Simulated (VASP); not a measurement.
# GaN (F-43m) in VASP: further runs, part 3 of 3

VASP 6.6.1. Earlier steps stand in the parts before.

## (6) Single point, r2SCAN (volume scaled by 0.91)

POSCAR

```
GaN
1.0
    0.0000000000      2.1793369142      2.1793369142
    2.1793369142      0.0000000000      2.1793369142
    2.1793369142      2.1793369142      0.0000000000
Ga N
1 1
Direct
    0.0000000000      0.0000000000      0.0000000000
    0.7500000000      0.7500000000      0.7500000000
```

INCAR.step1

```
SYSTEM = GaN
ALGO     = Normal         ! electronic algorithm
EDIFF    = 1E-4           ! SCF threshold, eV
ENCUT    = 520            ! plane-wave cutoff, eV
GGA      = PE             ! functional
ISMEAR   = 0              ! smearing method
LASPH    = .True.         ! aspherical terms in the spheres
LCHARG   = .False.        ! write CHGCAR
LREAL    = .False.        ! projectors in reciprocal space
LWAVE    = .True.         ! write WAVECAR
NBANDS   = 16             ! bands
NELM     = 60             ! most SCF steps
PREC     = Accurate       ! precision mode
SIGMA    = 0.02           ! smearing width, eV
```

INCAR.step2

```
SYSTEM = GaN
ALGO     = Normal         ! electronic algorithm
EDIFF    = 1E-6           ! SCF threshold, eV
ENCUT    = 520            ! plane-wave cutoff, eV
ISIF     = 2              ! what is computed and relaxed
ISMEAR   = 0              ! smearing method
ISTART   = 1            
LASPH    = .True.         ! aspherical terms in the spheres
LCHARG   = .False.        ! write CHGCAR
LMIXTAU  = .True.       
LREAL    = .False.        ! projectors in reciprocal space
LWAVE    = .False.        ! write WAVECAR
METAGGA  = R2SCAN         ! meta-GGA
NBANDS   = 16             ! bands
NELM     = 60             ! most SCF steps
PREC     = Accurate       ! precision mode
SIGMA    = 0.02           ! smearing width, eV
```

KPOINTS

```
k-points
0
Gamma
  10 10 10
  0 0 0
```

Potentials or basis: VASP PAW PBE potentials, release 64 (Ga_d, N).

Launch:

```bash
$ cat potpaw_PBE.64/Ga_d/POTCAR potpaw_PBE.64/N/POTCAR > POTCAR
$ cp INCAR.step1 INCAR
$ mpirun -np 1 vasp_std > vasp.out
$ cp INCAR.step2 INCAR
$ mpirun -np 1 vasp_std > vasp.out
```

OUTCAR:

```text
SYSTEM = GaN
   EDIFF = 1E-6
   ENCUT = 520
   ISIF = 2
   ISMEAR = 0
   ISTART = 1
   LASPH = .True.
   LREAL = .False.
   METAGGA = R2SCAN
   NELM = 60
   PREC = Accurate

 ion  position               nearest neighbor table
   1  0.000  0.000  0.000-   2 1.89   2 1.89   2 1.89   2 1.89
   2  0.750  0.750  0.750-   1 1.89   1 1.89   1 1.89   1 1.89

  LATTYP: Found a face centered cubic cell.
 ALAT       =     4.3586738284

  Lattice vectors:

 A1 = (   0.0000000000,   2.1793369142,   2.1793369142)
 A2 = (   2.1793369142,   0.0000000000,   2.1793369142)
 A3 = (   2.1793369142,   2.1793369142,   0.0000000000)

Analysis of symmetry for initial positions (statically):
=====================================================================
 Subroutine PRICEL returns:
 Original cell was already a primitive cell.

 Routine SETGRP: Setting up the symmetry group for a
 face centered cubic supercell.

 Subroutine GETGRP returns: Found 24 space group operations
 (whereof 24 operations were pure point group operations)
 out of a pool of 48 trial point group operations.

The static configuration has the point symmetry T_d .

Analysis of symmetry for dynamics (positions and initial velocities):
=====================================================================
 Subroutine PRICEL returns:
 Original cell was already a primitive cell.

 Routine SETGRP: Setting up the symmetry group for a
 face centered cubic supercell.

 Subroutine GETGRP returns: Found 24 space group operations
 (whereof 24 operations were pure point group operations)
 out of a pool of 48 trial point group operations.

The dynamic configuration has the point symmetry T_d .

 Subroutine INISYM returns: Found 24 space group operations
 (whereof 24 operations are pure point group operations),
 and found     1 'primitive' translations

----------------------------------------------------------------------------------------

                                     Primitive cell

[... 104 lines left out ...]
   EFERMI =   0.00;   METHOD = LEGACY
   ISMEAR =     0;   SIGMA  =   0.02  broadening in eV -4-tet -1-fermi 0-gaus
   EFERMI_NEDOS =   21; number of points for ismear=-14 and -15
   IALGO  =     38    algorithm
   IMIX   =      4    mixing-type and parameters
     AMIX     =   0.40;   BMIX     =  1.00
     AMIX_MAG =   1.60;   BMIX_MAG =  1.00
  volume/ion in A,a.u.               =      10.35        69.85
  Fermi-wavevector in a.u.,A,eV,Ry     =   1.562541  2.952773 33.219072  2.441533
  Thomas-Fermi vector in A             =   2.665444
   LORBIT       =      0    0 simple, 1 ext, 2 COOP (PROOUT), +10 PAW based schemes
   METAGGA = R2SCAN    functional components
   LHFCALC =     F    Hartree Fock is set to
   AEXX    =    0.0000 exact exchange contribution
   IVDW    =     0    specifies the selected vdW correction
   LEPSILON=     F    determine dielectric tensor
   LRPA    =     F    only Hartree local field effects (RPA)
 non-spin polarized calculation
 Gauss-broadening in eV      SIGMA  =   0.02
  energy-cutoff  :      520.00
  volume of cell :       20.70
 maximum number of plane-waves:       568
   NGX = 11   NGY = 11   NGZ = 11

 number of electron      17.9999989 magnetization

 Free energy of the ion-electron system (eV)
  ---------------------------------------------------
  ext. energy  EPLUGINS =         0.00000000
  ---------------------------------------------------
  free energy    TOTEN  =       -21.74507686 eV

  energy without entropy =      -21.74507686  energy(sigma->0) =      -21.74507686

 E-fermi :   6.2618     XC(G=0): -13.2388

 val. band max:        6.1725105586   @ k =   0.0000   0.0000   0.0000
 cond. band min:       8.9593062594   @ k =   0.0000   0.0000   0.0000
 fundamental gap:      2.7867957008
 Fermi energy:         6.2617523351

 k-point     1 :       0.0000    0.0000    0.0000
  band No.  band energies     occupation
      1     -11.4822      2.00000
      2      -7.7841      2.00000
      3      -7.7841      2.00000
      4      -7.7841      2.00000
      5      -7.3090      2.00000
      6      -7.3090      2.00000
[... 433 lines left out ...]
      3      -7.4685      2.00000
      4      -7.4668      2.00000
      5      -7.2276      2.00000
      6      -6.5733      2.00000
[... 8 lines left out ...]
     15      30.6016      0.00000
     16      31.2554      0.00000

 [... further k-points ...]
[... 5 lines left out ...]
  --------------------------------------------------------------------------------------
  -------------------------------------------------------------------------------------
  Total        3.1165916      3.1165916      3.1165916      0.0000000      0.0000000      0.0000000
  in kB      241.2055859    241.2055859    241.2055859      0.0000000      0.0000000      0.0000000
  external PRESSURE =     241.2055859 kB  Pullay stress =       0.0000000 kB

 VOLUME and BASIS-vectors are now :
 -----------------------------------------------------------------------------
  energy-cutoff  :      520.00
  volume of cell :       20.70
      direct lattice vectors                 reciprocal lattice vectors
     0.000000000  2.179336914  2.179336914    -0.229427583  0.229427583  0.229427583
     2.179336914  0.000000000  2.179336914     0.229427583 -0.229427583  0.229427583
     2.179336914  2.179336914  0.000000000     0.229427583  0.229427583 -0.229427583

 POSITION                                       TOTAL-FORCE (eV/Angst)
 -----------------------------------------------------------------------------------
      0.00000      0.00000      0.00000        -0.000000     -0.000000      0.000000
      3.26901      3.26901      3.26901         0.000000      0.000000     -0.000000
 -----------------------------------------------------------------------------------
    total drift:                               -0.000008     -0.000008     -0.000008

  FREE ENERGIE OF THE ION-ELECTRON SYSTEM (eV)
  ---------------------------------------------------
  free  energy   TOTEN  =       -21.7450768647 eV

  energy  without entropy=      -21.7450768647  energy(sigma->0) =      -21.74507686
```

Run time: 2.7 min. Hardware: 1 thread of AMD EPYC 7R13, shared host; peak memory 0.12 GiB.

Results:

| Quantity | Value |
| --- | --- |
| Free energy | -21.7451 eV |
| Pressure | 24.1 GPa |
| Band gap on the k mesh | 2.79 eV, direct |

Levels at points of the mesh, in eV from the valence-band top:
```
           k point  band 6  band 7  band 8  band 9  band 10  band 11  band 12  band 13
(0.00, 0.00, 0.00)  -13.48    0.00    0.00    0.00     2.79    11.67    11.67    11.67
(0.50, 0.00, 0.00)  -12.32   -7.87   -1.13   -1.13     5.88     9.97    11.53    11.53
(0.50, 0.50, 0.00)  -11.96   -6.66   -3.17   -3.17     3.80     7.84    13.41    16.08
```

Caveat: the PAW data sets were made with another functional, which shifts forces and pressure a little.

## (7) The runs side by side

| task | cell | cutoff (eV) | gap on the mesh (eV) | pressure (GPa) |
| --- | --- | --- | --- | --- |
| single point | a = 3.212 Å, angles 60.0°, 2 atoms | 520 | 1.96 | -4.4 |
| single point | a = 3.243 Å, angles 60.0°, 2 atoms | 520 | 1.77 | -9.1 |
| relaxation of cell and atoms | relaxed from a = 3.187 Å, angles 60.0°, 2 atoms | 600 | 2.12 | 0.0 |
| single point | a = 3.048 Å, angles 60.0°, 2 atoms | 520 | 3.01 | 34.6 |
| single point | a = 3.082 Å, angles 60.0°, 2 atoms | 520 | 2.79 | 24.1 |

Alike in all rows: level r2SCAN; potentials or basis VASP PAW PBE potentials, release 64 (Ga_d, N); no spin polarisation; k mesh 10 × 10 × 10; smearing gaussian 0.02 eV.

Caveats: the PAW data sets were made with another functional, which shifts forces and pressure a little; the relaxation stopped at its first step, so nothing moved (some runs).

Total energies depend on the potentials used, so only differences within one code and one set of settings carry meaning.
